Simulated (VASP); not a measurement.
# Os (I4/mmm) in VASP: a series of runs

The runs below take Os through single point, with PBE.

Everything below comes from runs of VASP 6.6.1. Logs are shortened: lines on timing, memory, paths and dates and some standing lists are left out, and cuts for length are marked.

## Step 1: The cell of the first run

Symmetry: I4/mmm, No. 139, tetragonal system. The conventional cell has a = 2.751 Å, b = 2.751 Å, c = 3.968 Å, α = 90.00°, β = 90.00°, γ = 90.00°. Os (site symmetry 4/mmm) has 12 Os at 2.75 to 2.78 Å within 3.6 Å.

## Step 2: Single point, PBE (zz strain of +2 %)

The input, INCAR:

```
  ALGO = Normal
  EDIFF = 1E-7
  ENCUT = 520
  GGA = PE
  ISIF = 2
  ISMEAR = -1
  LASPH = True
  LCHARG = False
  LREAL = False
  LWAVE = False
  NBANDS = 10
  NELM = 80
  PREC = Accurate
  SIGMA = 0.05
```

The input, KPOINTS:

```
k-points
0
Gamma
  14 14 14
```

The input, POSCAR:

```
Os
1.0
    0.0000000000      1.9450000000      1.9839000000
    1.9450000000      0.0000000000      1.9839000000
    1.9450000000      1.9450000000      0.0000000000
Os
1
Direct
    0.0000000000      0.0000000000      0.0000000000
```

Potentials or basis: VASP PAW PBE potentials, release 64 (Os).

Launch:

```bash
$ cat potpaw_PBE.64/Os/POTCAR > POTCAR
$ mpirun -np 1 vasp_std > vasp.out
```

OUTCAR:

```text
EDIFF = 1E-7
   ENCUT = 520
   GGA = PE
   ISIF = 2
   ISMEAR = -1
   LASPH = True
   LREAL = False
   NELM = 80
   PREC = Accurate

 ion  position               nearest neighbor table
   1  0.000  0.000  0.000-

  LATTYP: Found a body centered tetragonal cell.
 ALAT       =     2.7506453788
 C/A-ratio  =     1.4424978336

  Lattice vectors:

 A1 = (  -1.9450000000,   0.0000000000,   1.9839000000)
 A2 = (   1.9450000000,   0.0000000000,   1.9839000000)
 A3 = (   0.0000000000,   1.9450000000,  -1.9839000000)

Analysis of symmetry for initial positions (statically):
=====================================================================
 Subroutine PRICEL returns:
 Original cell was already a primitive cell.

 Routine SETGRP: Setting up the symmetry group for a
 body centered tetragonal supercell.

 Subroutine GETGRP returns: Found 16 space group operations
 (whereof 16 operations were pure point group operations)
 out of a pool of 16 trial point group operations.

The static configuration has the point symmetry D_4h.

Analysis of symmetry for dynamics (positions and initial velocities):
=====================================================================
 Subroutine PRICEL returns:
 Original cell was already a primitive cell.

 Routine SETGRP: Setting up the symmetry group for a
 body centered tetragonal supercell.

 Subroutine GETGRP returns: Found 16 space group operations
 (whereof 16 operations were pure point group operations)
 out of a pool of 16 trial point group operations.

The dynamic configuration has the point symmetry D_4h.

 Subroutine INISYM returns: Found 16 space group operations
 (whereof 16 operations are pure point group operations),
 and found     1 'primitive' translations

----------------------------------------------------------------------------------------

                                     Primitive cell

  volume of cell :      15.0103

  direct lattice vectors                    reciprocal lattice vectors
     0.000000000  1.945000000  1.983900000    -0.257069409  0.257069409  0.252028832
     1.945000000  0.000000000  1.983900000     0.257069409 -0.257069409  0.252028832
     1.945000000  1.945000000  0.000000000     0.257069409  0.257069409 -0.252028832

  length of vectors
     2.778288000  2.778288000  2.750645379     0.442366244  0.442366244  0.442366244

  position of ions in fractional coordinates (direct lattice)
     0.000000000  0.000000000  0.000000000

  ion indices of the primitive-cell ions
   primitive index   ion index
                 1           1

----------------------------------------------------------------------------------------

 KPOINTS: k-points

Automatic generation of k-mesh.
 Grid dimensions read from file:
 generate k-points for:   14   14   14

 Generating k-lattice:

  Cartesian coordinates                     Fractional coordinates (reciprocal lattice)
    -0.018362101  0.018362101  0.018002059     0.071428571  0.000000000  0.000000000
     0.018362101 -0.018362101  0.018002059     0.000000000  0.071428571  0.000000000
     0.018362101  0.018362101 -0.018002059    -0.000000000 -0.000000000  0.071428571

  Length of vectors
     0.031597589  0.031597589  0.031597589

  Shift w.r.t. Gamma in fractional coordinates (k-lattice)
     0.000000000  0.000000000  0.000000000

 Subroutine IBZKPT returns following result:
 ===========================================

 Found    244 irreducible k-points:

 Following reciprocal coordinates:
            Coordinates               Weight
  0.000000  0.000000  0.000000      1.000000
  0.071429  0.000000  0.000000      8.000000
  0.142857 -0.000000  0.000000      8.000000
  0.214286  0.000000  0.000000      8.000000
  0.285714 -0.000000  0.000000      8.000000
  0.357143  0.000000  0.000000      8.000000
[... 16 lines left out ...]
  0.214286  0.142857  0.000000      8.000000
  0.285714  0.142857  0.000000      8.000000
 [... further k-points ...]
   k-points           NKPTS =    244   k-points in BZ     NKDIM =    244   number of bands    NBANDS=     10
   number of dos      NEDOS =    301   number of ions     NIONS =      1
   total plane-waves  NPLWV =  11520
   dimension x,y,z NGX =    24 NGY =   24 NGZ =   20
   dimension x,y,z NGXF=    48 NGYF=   48 NGZF=   40
   ions per type =               1
   NGX,Y,Z   is equivalent  to a cutoff of  14.36, 14.36, 12.09 a.u.
   NGXF,Y,Z  is equivalent  to a cutoff of  28.72, 28.72, 24.18 a.u.
 SYSTEM =  unknown system
   PREC   = accura    normal or accurate (medium, high low for compatibility)
   ISTART =      0    job   : 0-new  1-cont  2-samecut
   ICHARG =      2    charge: 1-file 2-atom 10-const
   ISPIN  =      1    spin polarized calculation?
   LNONCOLLINEAR =      F non collinear calculations
   LSORBIT =      F    spin-orbit coupling
   LASPH  =      T    aspherical Exc in radial PAW
   ENCUT  =  520.0 eV  38.22 Ry    6.18 a.u.   5.17  5.17  5.11*2*pi/ulx,y,z
   NELM   =     80;   NELMIN=  2; NELMDL= -5     # of ELM steps
   EDIFF  = 0.1E-06   stopping-criterion for ELM
   LREAL  =      F    real-space projection
   EDIFFG = 0.1E-05   stopping-criterion for IOM
   NSW    =      0    number of steps for IOM
   IBRION =     -1    ionic relax: 0-MD 1-quasi-New 2-CG
   NFREE  =      0    steps in history (QN), initial steepest desc. (CG)
   ISIF   =      2    stress and relaxation
   ISYM   =      2    0-nonsym 1-usesym 2-fastsym
   POTIM  = 0.5000    time-step for ionic-motion
   TEBEG  =    0.0;   TEEND  =   0.0 temperature during run
   PSTRESS=    0.0 pullay stress
   NELECT =       8.0000    total number of electrons
   NUPDOWN=      -1.0000    fix difference up-down
   EMIN   =  10.00;   EMAX   =-10.00  energy-range for DOS
   EFERMI =   0.00;   METHOD = LEGACY
   ISMEAR =    -1;   SIGMA  =   0.05  broadening in eV -4-tet -1-fermi 0-gaus
   EFERMI_NEDOS =   21; number of points for ismear=-14 and -15
   IALGO  =     38    algorithm
   IMIX   =      4    mixing-type and parameters
     AMIX     =   0.40;   BMIX     =  1.00
     AMIX_MAG =   1.60;   BMIX_MAG =  1.00
  volume/ion in A,a.u.               =      15.01       101.29
  Fermi-wavevector in a.u.,A,eV,Ry     =   1.327319  2.508268 23.970398  1.761775
  Thomas-Fermi vector in A             =   2.456640
   LORBIT       =      0    0 simple, 1 ext, 2 COOP (PROOUT), +10 PAW based schemes
   GGA     = PE    functional components
   LHFCALC =     F    Hartree Fock is set to
   AEXX    =    0.0000 exact exchange contribution
   IVDW    =     0    specifies the selected vdW correction
   LEPSILON=     F    determine dielectric tensor
   LRPA    =     F    only Hartree local field effects (RPA)
 non-spin polarized calculation
  energy-cutoff  :      520.00
  volume of cell :       15.01
 maximum number of plane-waves:       415
 NGX is ok and might be reduce to    24
   NGX = 11   NGY = 11   NGZ = 11

 number of electron       8.0000001 magnetization

 Free energy of the ion-electron system (eV)
  ---------------------------------------------------
  ext. energy  EPLUGINS =         0.00000000
  ---------------------------------------------------
  free energy    TOTEN  =       -11.06966378 eV

  energy without entropy =      -11.05934645  energy(sigma->0) =      -11.06450512

 E-fermi :   8.2798     XC(G=0): -13.6522

 val. band max:        8.2754498635   @ k =   0.2857   0.0714   0.0000
 cond. band min:       8.2836021278   @ k =  -0.2143   0.1429   0.0714
 fundamental gap:      0.0081522643
 Fermi energy:         8.2797694630

 k-point     1 :       0.0000    0.0000    0.0000
  band No.  band energies     occupation
      1      -1.8791      2.00000
      2       5.4360      2.00000
      3       5.7020      2.00000
      4       5.7020      2.00000
      5       8.1676      1.80832
      6       8.5086      0.02039
      7      22.6122      0.00000
      8      27.6044      0.00000
      9      28.2144      0.00000
     10      28.2144      0.00000

 k-point     2 :       0.0714    0.0000    0.0000
  band No.  band energies     occupation
      1      -1.6584      2.00000
      2       5.4190      2.00000
      3       5.6881      2.00000
      4       5.8002      2.00000
      5       8.1097      1.93550
      6       8.4339      0.08760
      7      23.0119      0.00000
      8      26.8726      0.00000
      9      28.2118      0.00000
     10      28.6000      0.00000

 k-point     3 :       0.1429   -0.0000    0.0000
  band No.  band energies     occupation
      1      -1.0345      2.00000
      2       5.1770      2.00000
      3       5.8521      2.00000
      4       6.0328      2.00000
      5       8.0343      1.98534
      6       8.3001      0.79956
      7      24.0043      0.00000
      8      25.0886      0.00000
      9      29.2577      0.00000
     10      29.6996      0.00000

 k-point     4 :       0.2143    0.0000    0.0000
  band No.  band energies     occupation
      1      -0.1481      2.00000
      2       4.9588      2.00000
      3       5.9584      2.00000
      4       6.1915      2.00000
      5       8.2143      1.57467
      6       8.3700      0.28248
      7      23.0955      0.00000
      8      25.2350      0.00000
      9      30.8793      0.00000
     10      31.3312      0.00000

 k-point     5 :       0.2857   -0.0000    0.0000
  band No.  band energies     occupation
      1       0.6898      2.00000
      2       5.1681      2.00000
      3       5.8273      2.00000
      4       6.0954      2.00000
      5       8.8086      0.00005
      6       8.8491      0.00002
      7      21.3010      0.00000
      8      24.8873      0.00000
      9      32.0330      0.00000
     10      32.2704      0.00000

 k-point     6 :       0.3571    0.0000    0.0000
  band No.  band energies     occupation
      1       1.1320      2.00000
      2       5.5928      2.00000
      3       5.8686      2.00000
      4       6.1060      2.00000
      5       9.5591      0.00000
      6       9.6109      0.00000
      7      19.3336      0.00000
      8      23.4482      0.00000
      9      30.0895      0.00000
     10      30.3008      0.00000
[... 183 lines left out ...]
 k-point    21 :      -0.0714    0.0714    0.0000
  band No.  band energies     occupation
      1      -1.2942      2.00000
      2       5.3205      2.00000
      3       5.7428      2.00000
      4       5.9393      2.00000
      5       8.1399      1.88503
      6       8.2425      1.35668
      7      23.6460      0.00000
      8      26.0376      0.00000
      9      27.9105      0.00000
     10      29.5983      0.00000

 k-point    22 :       0.1429    0.1429    0.0000
  band No.  band energies     occupation
      1      -0.7752      2.00000
      2       4.6349      2.00000
      3       6.3779      2.00000
      4       6.3779      2.00000
      5       7.1789      2.00000
      6       8.8380      0.00003
      7      24.5916      0.00000
      8      26.3529      0.00000
      9      28.3954      0.00000
     10      28.3954      0.00000

 k-point    23 :       0.2143    0.1429    0.0000
  band No.  band energies     occupation
      1      -0.0960      2.00000
      2       4.3138      2.00000
      3       6.3555      2.00000
      4       6.7009      2.00000
      5       7.2187      2.00000
      6       9.0108      0.00000
      7      25.2756      0.00000
      8      25.7108      0.00000
      9      28.4542      0.00000
     10      28.9284      0.00000

 k-point    24 :       0.2857    0.1429    0.0000
  band No.  band energies     occupation
      1       0.7805      2.00000
      2       4.1475      2.00000
      3       5.8280      2.00000
      4       6.8407      2.00000
      5       8.0565      1.97726
      6       9.3637      0.00000
      7      23.4665      0.00000
      8      26.2701      0.00000
      9      28.4596      0.00000
     10      29.1236      0.00000

 [... further k-points ...]

------------------------ aborting loop because EDIFF is reached ----------------------------------------

  FORCE on cell =-STRESS in cart. coord.  units (eV):
  Direction    XX          YY          ZZ          XY          YZ          ZX
  --------------------------------------------------------------------------------------
  -------------------------------------------------------------------------------------
  Total       -1.3599646     -1.3599646     -1.8392100      0.0000000      0.0000000     -0.0000000
  in kB     -145.1607473   -145.1607473   -196.3147478      0.0000000      0.0000000     -0.0000000
  external PRESSURE =    -162.2120808 kB  Pullay stress =       0.0000000 kB

 VOLUME and BASIS-vectors are now :
 -----------------------------------------------------------------------------
  energy-cutoff  :      520.00
  volume of cell :       15.01
      direct lattice vectors                 reciprocal lattice vectors
     0.000000000  1.945000000  1.983900000    -0.257069409  0.257069409  0.252028832
     1.945000000  0.000000000  1.983900000     0.257069409 -0.257069409  0.252028832
     1.945000000  1.945000000  0.000000000     0.257069409  0.257069409 -0.252028832

 POSITION                                       TOTAL-FORCE (eV/Angst)
 -----------------------------------------------------------------------------------
      0.00000      0.00000      0.00000         0.000000      0.000000     -0.000000
 -----------------------------------------------------------------------------------
    total drift:                                0.000000      0.000000     -0.000000

  FREE ENERGIE OF THE ION-ELECTRON SYSTEM (eV)
  ---------------------------------------------------
  free  energy   TOTEN  =       -11.0696637832 eV

  energy  without entropy=      -11.0593464536  energy(sigma->0) =      -11.06450512
```

It took 36 s on 1 thread of Intel Xeon 8259CL, shared host; peak memory 0.17 GiB.

Results:

| Item | Value |
| --- | --- |
| Free energy | -11.0697 eV |
| Pressure | -16.2 GPa |
| Band gap on the k mesh | zero (bands 4 and 5 overlap by 3.55 eV) |

Caveat: the cell differs from its parent crystal (zz strain of +2 %); the cell stands under tension; spin-orbit coupling is left out, which moves the levels of the heavy elements.

## Step 3: Single point, PBE (zz strain of +1 %)

The input, INCAR:

```
SYSTEM = Os
PREC = Accurate
ENCUT = 520
EDIFF = 1E-6
ISMEAR = -1
SIGMA = 0.05
LREAL = .False.
LASPH = .True.
NELM = 100
ALGO = Normal
ISIF = 2
LWAVE = .False.
LCHARG = .True.
GGA = PE
LELF = .True.
LVHAR = .True.
NBANDS = 10
```

The input, KPOINTS:

```
Automatic mesh
0
Gamma
  14 14 14
  0 0 0
```

The input, POSCAR:

```
Os
1.0
    0.0000000000      1.9450000000      1.9644500000
    1.9450000000      0.0000000000      1.9644500000
    1.9450000000      1.9450000000      0.0000000000
Os
1
Direct
    0.0000000000      0.0000000000      0.0000000000
```

Potentials or basis: VASP PAW PBE potentials, release 64 (Os).

Launch:

```bash
$ cat potpaw_PBE.64/Os/POTCAR > POTCAR
$ mpirun -np 1 vasp_std > vasp.out
```

It took 45 s on 1 thread of Intel Xeon 8259CL, shared host; peak memory 0.17 GiB.

Results (log left out):

```
Free energy            : -11.0853 eV
Pressure               : -13.1 GPa
Band gap on the k mesh : zero (bands 4 and 5 overlap by 3.52 eV)
```

Stress tensor (GPa, compression positive):
```
-12.24   0.00   0.00
  0.00 -12.24   0.00
  0.00   0.00 -14.74
```

Levels at points of the mesh, in eV from the Fermi level:
| k point | band 2 | band 3 | band 4 | band 5 | band 6 | band 7 |
| --- | --- | --- | --- | --- | --- | --- |
| (0.00, 0.00, 0.00) | -2.80 | -2.66 | -2.66 | -0.02 | 0.15 | 14.33 |
| (0.50, 0.00, 0.00) | -2.92 | -2.78 | -0.15 | 2.22 | 2.30 | 8.30 |
| (0.50, 0.50, 0.00) | -6.27 | 2.14 | 2.22 | 2.88 | 2.88 | 11.20 |
| (0.50, 0.00, 0.50) | -6.28 | 2.21 | 2.34 | 2.82 | 2.96 | 11.45 |

Caveat: the cell differs from its parent crystal (zz strain of +1 %); the cell stands under tension; spin-orbit coupling is left out, which moves the levels of the heavy elements.

## Step 4: Single point, PBE (zz strain of +3 %)

The input, INCAR:

```
SYSTEM = Os
  PREC = Accurate
  ENCUT = 520
  EDIFF = 1E-7
  ISMEAR = -1
  SIGMA = 0.05
  LREAL = .False.
  LASPH = .True.
  NELM = 80
  ALGO = Normal
  ISIF = 2
  LWAVE = .False.
  LCHARG = .False.
  GGA = PE
  NBANDS = 10
```

KPOINTS is that of step 3.

The input, POSCAR:

```
Os
1.0
    0.0000000000      1.9450000000      2.0033500000
    1.9450000000      0.0000000000      2.0033500000
    1.9450000000      1.9450000000      0.0000000000
Os
1
Direct
    0.0000000000      0.0000000000      0.0000000000
```

Launch:

```bash
$ cat potpaw_PBE.64/Os/POTCAR > POTCAR
$ mpirun -np 1 vasp_std > vasp.out
```

Run time: 44 s. Hardware: 1 thread of Intel Xeon 8259CL, shared host; peak memory 0.17 GiB.

Results (log left out):

| Property | Result |
| --- | --- |
| Free energy | -11.0496 eV |
| Pressure | -19.1 GPa |
| Band gap on the k mesh | zero (bands 4 and 5 overlap by 3.61 eV) |

Stress tensor (GPa, compression positive):
```
-16.53   0.00   0.00
  0.00 -16.53   0.00
  0.00   0.00 -24.37
```

Levels at points of the mesh, in eV from the Fermi level:
```csv
k point,band 1,band 2,band 3,band 4,band 5,band 6,band 7,band 8
"(0.00, 0.00, 0.00)",-10.08,-2.89,-2.50,-2.50,-0.21,0.30,14.34,19.08
"(0.50, 0.00, 0.00)",-6.96,-2.96,-2.57,-0.14,2.07,2.29,8.06,13.82
"(0.50, 0.50, 0.00)",-6.79,-6.08,1.84,2.16,2.76,2.76,10.56,12.15
"(0.50, 0.00, 0.50)",-6.76,-6.11,2.11,2.44,2.59,2.99,11.31,11.48
```

Caveat: the cell differs from its parent crystal (zz strain of +3 %); the cell stands under tension; spin-orbit coupling is left out, which moves the levels of the heavy elements.

## Step 5: Single point, PBE (equal xx and yy strain of +2 %)

The input, INCAR:

```
SYSTEM = Os
PREC = Accurate ; ENCUT = 520
EDIFF = 1E-6 ; ISMEAR = -1
SIGMA = 0.05 ; LREAL = .False.
LASPH = .True. ; NELM = 80
ALGO = Normal ; ISIF = 2
LWAVE = .False. ; LCHARG = .False.
GGA = PE ; NBANDS = 10
```

The input, KPOINTS:

```
regular mesh
0
Gamma
  14 14 14
  0 0 0
```

The input, POSCAR:

```
Os
1.0
    0.0000000000      1.9839000000      1.9450000000
    1.9839000000      0.0000000000      1.9450000000
    1.9839000000      1.9839000000      0.0000000000
Os
1
Direct
    0.0000000000      0.0000000000      0.0000000000
```

Launch:

```bash
$ cat potpaw_PBE.64/Os/POTCAR > POTCAR
$ mpirun -np 1 vasp_std > vasp.out
```

It took 47 s on 1 thread of Intel Xeon 8259CL, shared host; peak memory 0.17 GiB.

It converged, with:

```yaml
Free_energy: -11.0338 eV
Pressure: -22.1 GPa
Band_gap_on_the_k_mesh: zero (bands 4 and 5 overlap by 3.71 eV)
```

Stress tensor (GPa, compression positive):
```
-23.77   0.00   0.00
  0.00 -23.77   0.00
  0.00   0.00 -18.89
```

Levels at points of the mesh, in eV from the Fermi level:
| k point | band 1 | band 2 | band 3 | band 4 | band 5 | band 6 | band 7 | band 8 |
| --- | --- | --- | --- | --- | --- | --- | --- | --- |
| (0.00, 0.00, 0.00) | -9.99 | -2.67 | -2.67 | -2.42 | -0.11 | 0.21 | 14.33 | 19.42 |
| (0.50, 0.00, 0.00) | -6.87 | -2.85 | -2.59 | -0.13 | 2.07 | 2.22 | 7.94 | 13.83 |
| (0.50, 0.50, 0.00) | -6.65 | -6.03 | 2.09 | 2.49 | 2.75 | 2.75 | 11.23 | 11.51 |
| (0.50, 0.00, 0.50) | -6.68 | -6.00 | 2.09 | 2.10 | 2.61 | 2.85 | 10.74 | 11.75 |

Caveat: the cell differs from its parent crystal (equal xx and yy strain of +2 %); the cell stands under tension; spin-orbit coupling is left out, which moves the levels of the heavy elements.

## Step 6: The runs side by side

| cell | gap on the mesh (eV) | pressure (GPa) |
| --- | --- | --- |
| a = 2.778, b = 2.778, c = 2.751 Å, angles 60.3, 60.3, 59.3°, 1 atom | none | -16.2 |
| a = 2.764, b = 2.764, c = 2.751 Å, angles 60.2, 60.2, 59.7°, 1 atom | none | -13.1 |
| a = 2.792, b = 2.792, c = 2.751 Å, angles 60.5, 60.5, 59.0°, 1 atom | none | -19.1 |
| a = 2.778, b = 2.778, c = 2.806 Å, angles 59.7, 59.7, 60.7°, 1 atom | none | -22.1 |

Alike in all rows: task single point; level PBE; potentials or basis VASP PAW PBE potentials, release 64 (Os); no spin polarisation; k mesh 14 × 14 × 14; cutoff (eV) 520; smearing fermi-dirac 0.05 eV.

Caveats: the cell stands under tension; spin-orbit coupling is left out, which moves the levels of the heavy elements.

Total energies depend on the potentials used, so only differences within one code and one set of settings carry meaning.
